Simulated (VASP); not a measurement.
# GaAs (F-43m) in VASP: a series of runs

The runs below take GaAs through single point, with r2SCAN, HSE06.

Program: VASP 6.6.1. These are calculated values, not measurements. Logs are shortened: lines on timing, memory, paths and dates and some standing lists are left out, and cuts for length are marked.

**1. The cell of the first run**

Symmetry: F-43m, No. 216, cubic system. The conventional cell has a = 5.779 Å, b = 5.779 Å, c = 5.779 Å, α = 90.00°, β = 90.00°, γ = 90.00°. Ga (site symmetry -43m) has 4 As at 2.50 Å within 3.3 Å. As (site symmetry -43m) has 4 Ga at 2.50 Å within 3.3 Å.

**2. Single point, r2SCAN, non-collinear spin, zero start, spin-orbit coupling (strain +2.0%)**

POSCAR reads:

```
GaAs
1.0
    0.0000000000      2.8897467974      2.8897467974
    2.8897467974      0.0000000000      2.8897467974
    2.8897467974      2.8897467974      0.0000000000
Ga As
1 1
Direct
    0.0000000000      0.0000000000      0.0000000000
    0.2500000000      0.2500000000      0.2500000000
```

INCAR.step1 reads:

```
ALGO = Normal ; EDIFF = 1E-4
ENCUT = 520 ; GGA = PE
GGA_COMPAT = F ; ISMEAR = -1
LASPH = T ; LCHARG = F
LREAL = F ; LSORBIT = T
LWAVE = T ; MAGMOM = 0 0 0 0 0 0
NBANDS = 30 ; NELM = 150
PREC = Accurate ; SIGMA = 0.02
```

INCAR.step2 reads:

```
ALGO = Normal ; EDIFF = 1E-6
ENCUT = 520 ; GGA_COMPAT = F
ISIF = 2 ; ISMEAR = -1
ISTART = 1 ; LASPH = T
LCHARG = F ; LMIXTAU = T
LORBIT = 11 ; LORBMOM = T
LREAL = F ; LSORBIT = T
LWAVE = F ; MAGMOM = 0 0 0 0 0 0
METAGGA = R2SCAN ; NBANDS = 30
NELM = 150 ; PREC = Accurate
SIGMA = 0.02
```

KPOINTS reads:

```
k-points
0
Gamma
  8 8 8
```

Potentials or basis: VASP PAW PBE potentials, release 64 (Ga_d, As).

Launch:

```
cat potpaw_PBE.64/Ga_d/POTCAR potpaw_PBE.64/As/POTCAR > POTCAR
cp INCAR.step1 INCAR
mpirun -np 1 vasp_ncl > vasp.out
cp INCAR.step2 INCAR
mpirun -np 1 vasp_ncl > vasp.out
```

OUTCAR:

```text
EDIFF = 1E-6
   ENCUT = 520
   ISIF = 2
   ISMEAR = -1
   ISTART = 1
   LASPH = T
   LORBIT = 11
   LREAL = F
   LSORBIT = T
   METAGGA = R2SCAN
   NELM = 150
   PREC = Accurate

 ion  position               nearest neighbor table
   1  0.000  0.000  0.000-   2 2.50   2 2.50   2 2.50   2 2.50
   2  0.250  0.250  0.250-   1 2.50   1 2.50   1 2.50   1 2.50

  LATTYP: Found a face centered cubic cell.
 ALAT       =     5.7794935948

  Lattice vectors:

 A1 = (   0.0000000000,   2.8897467974,   2.8897467974)
 A2 = (   2.8897467974,   0.0000000000,   2.8897467974)
 A3 = (   2.8897467974,   2.8897467974,   0.0000000000)

Analysis of symmetry for initial positions (statically):
=====================================================================
 Subroutine PRICEL returns:
 Original cell was already a primitive cell.

 Routine SETGRP: Setting up the symmetry group for a
 face centered cubic supercell.

 Subroutine GETGRP returns: Found 24 space group operations
 (whereof 24 operations were pure point group operations)
 out of a pool of 48 trial point group operations.

The static configuration has the point symmetry T_d .

Analysis of symmetry for dynamics (positions and initial velocities):
=====================================================================
 Subroutine PRICEL returns:
 Original cell was already a primitive cell.

 Routine SETGRP: Setting up the symmetry group for a
 face centered cubic supercell.

 Subroutine GETGRP returns: Found 24 space group operations
 (whereof 24 operations were pure point group operations)
 out of a pool of 48 trial point group operations.

The dynamic configuration has the point symmetry T_d .

Analysis of structural, dynamic, and magnetic symmetry:
=====================================================================
 Subroutine PRICEL returns:
 Original cell was already a primitive cell.

 Routine SETGRP: Setting up the symmetry group for a
 face centered cubic supercell.

 Subroutine GETGRP returns: Found 24 space group operations
 (whereof 24 operations were pure point group operations)
 out of a pool of 48 trial point group operations.

The overall configuration has the point symmetry T_d .

 Subroutine INISYM returns: Found 24 space group operations
 (whereof 24 operations are pure point group operations),
 and found     1 'primitive' translations

[... 970 lines left out ...]
 -----------------------------------------------------------------------------------
    total drift:                               -0.000002     -0.000002     -0.000002

  FREE ENERGIE OF THE ION-ELECTRON SYSTEM (eV)
  ---------------------------------------------------
  free  energy   TOTEN  =       -27.0369046570 eV

  energy  without entropy=      -27.0369044396  energy(sigma->0) =      -27.03690455

 orbital moment (x)

 # of ion     p       d       tot
 ----------------------------------------
  1        -0.000  -0.000  -0.000
  2         0.000   0.000   0.000
 ----------------------------------------
            0.000  -0.000   0.000

 orbital moment (y)

 # of ion     p       d       tot
 ----------------------------------------
  1         0.000  -0.000   0.000
  2         0.000   0.000   0.000
 ----------------------------------------
            0.000  -0.000   0.000

 orbital moment (z)

 # of ion     p       d       tot
 ----------------------------------------
  1        -0.000   0.000  -0.000
  2         0.000   0.000   0.000
 ----------------------------------------
            0.000   0.000   0.000

 Spin-Orbit-Coupling matrix elements

 Ion:    1  E_soc:     -0.0110630
 l=   1
     0.0000000    -0.0010447    -0.0010447
    -0.0010447     0.0000000    -0.0010447
    -0.0010447    -0.0010447     0.0000000
 l=   2
     0.0000000    -0.0001591     0.0000000    -0.0001591    -0.0006400
    -0.0001591     0.0000000    -0.0004800    -0.0001591    -0.0001600
     0.0000000    -0.0004800     0.0000000    -0.0004800     0.0000000
    -0.0001591    -0.0001591    -0.0004800     0.0000000    -0.0001600
    -0.0006400    -0.0001600     0.0000000    -0.0001600     0.0000000
 l=   3
     0.0000000     0.0000000     0.0000000     0.0000000     0.0000000     0.0000000     0.0000000
     0.0000000     0.0000000     0.0000000     0.0000000     0.0000000     0.0000000     0.0000000
     0.0000000     0.0000000     0.0000000     0.0000000     0.0000000     0.0000000     0.0000000
     0.0000000     0.0000000     0.0000000     0.0000000     0.0000000     0.0000000     0.0000000
     0.0000000     0.0000000     0.0000000     0.0000000     0.0000000     0.0000000     0.0000000
     0.0000000     0.0000000     0.0000000     0.0000000     0.0000000     0.0000000     0.0000000
     0.0000000     0.0000000     0.0000000     0.0000000     0.0000000     0.0000000     0.0000000

 Ion:    2  E_soc:     -0.0231407
 l=   1
     0.0000000    -0.0038499    -0.0038499
    -0.0038499     0.0000000    -0.0038499
    -0.0038499    -0.0038499     0.0000000
 l=   2
     0.0000000    -0.0000036     0.0000000    -0.0000036    -0.0000033
    -0.0000036     0.0000000    -0.0000025    -0.0000036    -0.0000008
     0.0000000    -0.0000025     0.0000000    -0.0000025     0.0000000
    -0.0000036    -0.0000036    -0.0000025     0.0000000    -0.0000008
    -0.0000033    -0.0000008     0.0000000    -0.0000008     0.0000000
 l=   3
     0.0000000     0.0000000     0.0000000     0.0000000     0.0000000     0.0000000     0.0000000
     0.0000000     0.0000000     0.0000000     0.0000000     0.0000000     0.0000000     0.0000000
     0.0000000     0.0000000     0.0000000     0.0000000     0.0000000     0.0000000     0.0000000
     0.0000000     0.0000000     0.0000000     0.0000000     0.0000000     0.0000000     0.0000000
     0.0000000     0.0000000     0.0000000     0.0000000     0.0000000     0.0000000     0.0000000
     0.0000000     0.0000000     0.0000000     0.0000000     0.0000000     0.0000000     0.0000000
     0.0000000     0.0000000     0.0000000     0.0000000     0.0000000     0.0000000     0.0000000

 total charge

# of ion       s       p       d       tot
------------------------------------------
    1        0.847   0.733   9.987  11.567
    2        1.208   1.591   0.028   2.828
--------------------------------------------------
tot          2.056   2.324  10.015  14.394

 magnetization (x)

# of ion       s       p       d       tot
------------------------------------------
    1        0.000   0.000   0.000   0.000
    2       -0.000   0.000  -0.000   0.000
--------------------------------------------------
tot         -0.000   0.000  -0.000   0.000

 magnetization (y)

# of ion       s       p       d       tot
------------------------------------------
    1        0.000   0.000   0.000   0.000
    2        0.000   0.000  -0.000   0.000
--------------------------------------------------
tot          0.000   0.000   0.000   0.000

 magnetization (z)

# of ion       s       p       d       tot
------------------------------------------
    1        0.000   0.000  -0.000   0.000
    2       -0.000  -0.000   0.000  -0.000
--------------------------------------------------
tot          0.000   0.000   0.000   0.000
```

OSZICAR.step1:

```text
N       E                     dE             d eps       ncg     rms          rms(c)
DAV:   1     0.129680221829E+03    0.12968E+03   -0.82697E+03  2806   0.164E+03
DAV:   2     0.866549772897E+01   -0.12101E+03   -0.11439E+03  2726   0.435E+02
DAV:   3    -0.785364292071E+01   -0.16519E+02   -0.16314E+02  3104   0.114E+02
DAV:   4    -0.842486928614E+01   -0.57123E+00   -0.57009E+00  3042   0.228E+01
DAV:   5    -0.843495425209E+01   -0.10085E-01   -0.10084E-01  2962   0.300E+00    0.272E+00
DAV:   6    -0.830036222919E+01    0.13459E+00   -0.18163E-01  3754   0.793E+00    0.156E+00
DAV:   7    -0.828597101965E+01    0.14391E-01   -0.86922E-02  2960   0.203E+00    0.576E-01
DAV:   8    -0.828706786257E+01   -0.10968E-02   -0.14146E-02  3188   0.179E+00    0.111E-01
DAV:   9    -0.828727475638E+01   -0.20689E-03   -0.19401E-03  3160   0.861E-01    0.659E-02
DAV:  10    -0.828734104452E+01   -0.66288E-04   -0.23665E-04  2932   0.135E-01
   1 F= -.82873410E+01 E0= -.82872825E+01  d E =-.117082E-03  mag=     0.0000     0.0000     0.0000
```

Wall time 5.9 min (1 thread of Intel Xeon 6975P-C (Granite Rapids), shared host); peak memory 0.38 GiB.

What came out:

```yaml
Free_energy: -27.0369 eV
Pressure: -3.7 GPa
Net_moment: 0.00 μB per cell
Valence_electrons_inside_the_program's_atomic_spheres: Ga 11.57; As 2.83
```

Moments on the atoms (μB; x, y, z):
```
Ga  0.00 0.00 0.00
As  0.00 0.00 0.00
```

Caveat: the cell differs from its parent crystal (strain +2.0%); the cell stands under tension; the PAW data sets were made with another functional, which shifts forces and pressure a little.

**3. Single point, r2SCAN, non-collinear spin, zero start, spin-orbit coupling (strain +3.0%)**

POSCAR reads:

```
GaAs
1.0
    0.0000000000      2.9180776483      2.9180776483
    2.9180776483      0.0000000000      2.9180776483
    2.9180776483      2.9180776483      0.0000000000
Ga As
1 1
Direct
    0.0000000000      0.0000000000      0.0000000000
    0.2500000000      0.2500000000      0.2500000000
```

INCAR.step1 reads:

```
SYSTEM = GaAs
PREC = Accurate ; ENCUT = 520
ISMEAR = -1 ; SIGMA = 0.02
LREAL = .FALSE. ; LASPH = .TRUE.
NELM = 150 ; MAGMOM = 0 0 0 0 0 0
LSORBIT = .TRUE. ; GGA_COMPAT = .FALSE.
NBANDS = 30 ; GGA = PE
ALGO = Normal ; EDIFF = 1E-4
LWAVE = .TRUE. ; LCHARG = .FALSE.
```

INCAR.step2 reads:

```
SYSTEM = GaAs
PREC = Accurate ; ENCUT = 520
EDIFF = 1E-6 ; ISMEAR = -1
SIGMA = 0.02 ; LREAL = .FALSE.
LASPH = .TRUE. ; NELM = 150
ALGO = Normal ; ISIF = 2
LWAVE = .FALSE. ; LCHARG = .TRUE.
MAGMOM = 0 0 0 0 0 0 ; LORBIT = 11
LSORBIT = .TRUE. ; GGA_COMPAT = .FALSE.
LORBMOM = .TRUE. ; METAGGA = R2SCAN
LMIXTAU = .TRUE. ; LVHAR = .TRUE.
NBANDS = 30 ; ISTART = 1
```

KPOINTS reads:

```
regular mesh
0
G
  8 8 8
  0 0 0
```

Potentials or basis: VASP PAW PBE potentials, release 64 (Ga_d, As).

Launch:

```
cat potpaw_PBE.64/Ga_d/POTCAR potpaw_PBE.64/As/POTCAR > POTCAR
cp INCAR.step1 INCAR
mpirun -np 1 vasp_ncl > vasp.out
cp INCAR.step2 INCAR
mpirun -np 1 vasp_ncl > vasp.out
```

Wall time 4.9 min (1 thread of Intel Xeon 6975P-C (Granite Rapids), shared host); peak memory 0.42 GiB.

It converged, with:

* Free energy: -26.9970 eV
* Pressure: -5.2 GPa
* Net moment: 0.00 μB per cell
* Valence electrons inside the program's atomic spheres: Ga 11.54; As 2.81

Moments on the atoms (μB; x, y, z):
```
Ga  0.00 0.00 0.00
As  0.00 0.00 0.00
```

Caveat: the cell differs from its parent crystal (strain +3.0%); the cell stands under tension; the PAW data sets were made with another functional, which shifts forces and pressure a little.

**4. Single point, r2SCAN, non-collinear spin, zero start, spin-orbit coupling (strain +4.0%)**

POSCAR reads:

```
GaAs
1.0
    0.0000000000      2.9464084993      2.9464084993
    2.9464084993      0.0000000000      2.9464084993
    2.9464084993      2.9464084993      0.0000000000
Ga As
1 1
Direct
    0.0000000000      0.0000000000      0.0000000000
    0.2500000000      0.2500000000      0.2500000000
```

INCAR.step1 reads:

```
SYSTEM = GaAs
PREC = Accurate
ENCUT = 520
ISMEAR = -1
SIGMA = 0.02
LREAL = .FALSE.
LASPH = .TRUE.
NELM = 150
LNONCOLLINEAR = .TRUE.
MAGMOM = 0 0 0 0 0 0
LSORBIT = .TRUE.
GGA_COMPAT = .FALSE.
NBANDS = 30
GGA = PE
ALGO = Normal
EDIFF = 1E-4
LWAVE = .TRUE.
LCHARG = .FALSE.
```

INCAR.step2 reads:

```
SYSTEM = GaAs
PREC = Accurate
ENCUT = 520
EDIFF = 1E-7
ISMEAR = -1
SIGMA = 0.02
LREAL = .FALSE.
LASPH = .TRUE.
NELM = 150
ALGO = Normal
ISIF = 2
LWAVE = .FALSE.
LCHARG = .FALSE.
LNONCOLLINEAR = .TRUE.
MAGMOM = 0 0 0 0 0 0
LORBIT = 11
LSORBIT = .TRUE.
GGA_COMPAT = .FALSE.
LORBMOM = .TRUE.
METAGGA = R2SCAN
LMIXTAU = .TRUE.
NBANDS = 30
ISTART = 1
```

KPOINTS is that of step 3.

Launch:

```
cat potpaw_PBE.64/Ga_d/POTCAR potpaw_PBE.64/As/POTCAR > POTCAR
cp INCAR.step1 INCAR
mpirun -np 1 vasp_ncl > vasp.out
cp INCAR.step2 INCAR
mpirun -np 1 vasp_ncl > vasp.out
```

Run time: 5.6 min. Hardware: 1 thread of Intel Xeon 6975P-C (Granite Rapids), shared host; peak memory 0.42 GiB.

It converged, with:

- Free energy: -26.9440 eV
- Pressure: -6.4 GPa
- Net moment: 0.00 μB per cell
- Valence electrons inside the program's atomic spheres: Ga 11.51; As 2.79

Moments on the atoms (μB; x, y, z):
```
Ga  0.00 0.00 0.00
As  0.00 0.00 0.00
```

Caveat: the cell differs from its parent crystal (strain +4.0%); the cell stands under tension; the PAW data sets were made with another functional, which shifts forces and pressure a little.

**5. Single point, HSE06 (strain -3.0%)**

POSCAR reads:

```
GaAs
1.0
    0.0000000000      2.7480925426      2.7480925426
    2.7480925426      0.0000000000      2.7480925426
    2.7480925426      2.7480925426      0.0000000000
Ga As
1 1
Direct
    0.0000000000      0.0000000000      0.0000000000
    0.2500000000      0.2500000000      0.2500000000
```

INCAR.step1 reads:

```
ALGO = Normal
EDIFF = 1E-5
ENCUT = 520
GGA = PE
ISIF = 2
ISMEAR = 0
LASPH = T
LREAL = F
LWAVE = T
NBANDS = 16
NELM = 100
PREC = Accurate
SIGMA = 0.01
```

INCAR.step2 reads:

```
ALGO = Normal
EDIFF = 1E-7
ENCUT = 520
GGA = PE
HFSCREEN = 0.2079
ISIF = 2
ISMEAR = 0
ISTART = 1
LASPH = T
LCHARG = T
LELF = T
LHFCALC = T
LREAL = F
LVHAR = T
LWAVE = F
NBANDS = 16
NELM = 100
PREC = Accurate
PRECFOCK = Normal
SIGMA = 0.01
```

KPOINTS reads:

```
k-points
0
Gamma
  6 6 6
```

Launch:

```
cat potpaw_PBE.64/Ga_d/POTCAR potpaw_PBE.64/As/POTCAR > POTCAR
cp INCAR.step1 INCAR
mpirun -np 1 vasp_std > vasp.out
cp INCAR.step2 INCAR
mpirun -np 1 vasp_std > vasp.out
```

It took 52 min on 1 thread of Intel Xeon Platinum 8259CL at 2.50GHz (Skylake/Cascade Lake), shared host; peak memory 0.29 GiB.

Results (log left out):

* Free energy: -9.7405 eV
* Pressure: 8.9 GPa
* Band gap on the k mesh: 1.90 eV (least direct gap 2.16 eV)

Levels at points of the mesh, in eV from the valence-band top:
```csv
k point,band 5,band 6,band 7,band 8,band 9,band 10,band 11,band 12,band 13,band 14
"(0.00, 0.00, 0.00)",-17.40,-14.65,0.00,0.00,0.00,2.16,4.57,4.57,4.57,8.89
"(0.50, 0.00, 0.00)",-17.40,-12.44,-7.74,-1.37,-1.37,2.06,5.49,5.49,8.73,12.29
"(0.50, 0.50, 0.00)",-17.39,-11.50,-7.82,-3.24,-3.24,1.90,2.28,12.25,12.25,13.12
```

Caveat: the cell differs from its parent crystal (strain -3.0%); the cell stands under pressure; the PAW data sets were made with another functional, which shifts forces and pressure a little. A k mesh can miss the band edges.

**6. Overview**

```csv
level,spin,cell,k mesh,smearing,grid for exact exchange (PRECFOCK),share of exact exchange,screening parameter,pressure (GPa),moment (μB)
r2SCAN,"non-collinear, zero start, SOC","a = 4.087 Å, angles 60.0°, 2 atoms",8 × 8 × 8,fermi-dirac 0.02 eV,-,-,-,-3.7,0.00
r2SCAN,"non-collinear, zero start, SOC","a = 4.127 Å, angles 60.0°, 2 atoms",8 × 8 × 8,fermi-dirac 0.02 eV,-,-,-,-5.2,0.00
r2SCAN,"non-collinear, zero start, SOC","a = 4.167 Å, angles 60.0°, 2 atoms",8 × 8 × 8,fermi-dirac 0.02 eV,-,-,-,-6.4,0.00
HSE06,off,"a = 3.886 Å, angles 60.0°, 2 atoms",6 × 6 × 6,gaussian 0.01 eV,Normal,0.25,0.2079 1/Å,8.9,-
```

Alike in all rows: task single point; potentials or basis VASP PAW PBE potentials, release 64 (Ga_d, As); cutoff (eV) 520.

Caveats: the PAW data sets were made with another functional, which shifts forces and pressure a little; the cell stands under tension (at least some runs); the cell stands under pressure (at least some runs).

Absolute energies hang on the potentials; compare differences alone.
